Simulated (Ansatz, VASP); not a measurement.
Al5Co2Ni3 in VASP and in Ansatz

The input INCAR:

```
ALGO = Fast
EDIFF = 1E-6
ENCUT = 520
GGA = PE
ISIF = 2
ISMEAR = 0
LASPH = True
LCHARG = True
LELF = True
LREAL = False
LVHAR = True
LWAVE = False
NBANDS = 42
NELM = 80
PREC = Accurate
SIGMA = 0.1
```

The input KPOINTS:

```
k-points
0
Gamma
  14 14 4
```

File POSCAR:

```
Al5Co2Ni3
1.0
    2.8672722369      0.0000000000      0.0000000000
    0.0000000000      2.8672722369      0.0000000000
    0.0000000000      0.0000000000     14.4845887594
Al Co Ni
5 2 3
Direct
    0.5000000000      0.5000000000      0.8989445082
    0.5000000000      0.5000000000      0.1010543721
    0.5000000000      0.5000000000      0.3030799881
    0.5000000000      0.5000000000      0.5000007486
    0.5000000000      0.5000000000      0.6969203902
    0.0000000000      0.0000000000      0.4013379736
    0.0000000000      0.0000000000      0.5986631319
    0.0000000000      0.0000000000      0.7969241712
    0.0000000000      0.0000000000      0.9999990719
    0.0000000000      0.0000000000      0.2030756443
```

Input for Ansatz:

```yaml
crystal:
  lattice:
    - [2.8672722369, 0.0, 0.0]
    - [0.0, 2.8672722369, 0.0]
    - [0.0, 0.0, 14.4845887594]
  atoms:
    - { symbol: Al, position: [0.5, 0.5, 0.8989445082] }
    - { symbol: Al, position: [0.5, 0.5, 0.1010543721] }
    - { symbol: Al, position: [0.5, 0.5, 0.3030799881] }
    - { symbol: Al, position: [0.5, 0.5, 0.5000007486] }
    - { symbol: Al, position: [0.5, 0.5, 0.6969203902] }
    - { symbol: Co, position: [0.0, 0.0, 0.4013379736] }
    - { symbol: Co, position: [0.0, 0.0, 0.5986631319] }
    - { symbol: Ni, position: [0.0, 0.0, 0.7969241712] }
    - { symbol: Ni, position: [0.0, 0.0, 0.9999990719] }
    - { symbol: Ni, position: [0.0, 0.0, 0.2030756443] }
basis:
  ecutwfc: 420
kpoints:
  mp_grid: { grid: [14, 14, 4] }
  band_path:
    path:
      - [[0.0, 0.0, 0.0], [0.0, 0.5, 0.0], [0.5, 0.5, 0.0], [0.0, 0.0, 0.0], [0.0, 0.0, 0.5], [0.0, 0.5, 0.5], [0.5, 0.5, 0.5], [0.0, 0.0, 0.5]]
      - [[0.0, 0.5, 0.0], [0.0, 0.5, 0.5]]
      - [[0.5, 0.5, 0.0], [0.5, 0.5, 0.5]]
    npoints: 14
hamiltonian:
  xc: pbe
scf:
  occupations: { method: gaussian, width: 0.1 }
  n_extra_bands: 25
output:
  forces: true
  stress: true
  eigenvalues: true
  populations: true
  dos: { projected: true, de: 0.02, nscf_kmesh: { grid: [17, 17, 5] } }
  bader: true
  write_density: true
  write_potential: true
  elf: true
  volumetric_format: npy
checkpoint:
  read: start.run
  write: ck
  compress: false
  write_wavefunctions: false
  write_every: 100000
```

Alike in both runs: task single point; functional PBE; k mesh 14 × 14 × 4; occupations gaussian, width 0.1 eV; no spin polarisation.

|  | VASP | Ansatz |
| --- | --- | --- |
| version | VASP 6.6.1 | Ansatz 0.2.0 |
| potentials or method | VASP PAW PBE potentials, release 64 (Al, Co, Ni), cutoff 520 eV | scalar-relativistic, plane waves, PAW |
| valence electrons in the cell | 63 | 103 |

|  | VASP | Ansatz | Ansatz less VASP |
| --- | --- | --- | --- |
| gap on the k mesh at the Fermi level (eV) | none | none | - |
| pressure (GPa) | 0.0 | 0.0 | 0.00 |
| traceless stress, the component that is largest in VASP (GPa) | -0.07 | -0.03 | +0.039 |

A gap of «none» marks a metal or a gap that the smearing closes. VASP's potentials hold 63 valence electrons a cell and Ansatz's 103, so a difference there can come from the potentials and not from the codes. Ansatz's warnings: structure snapped to symmetry.
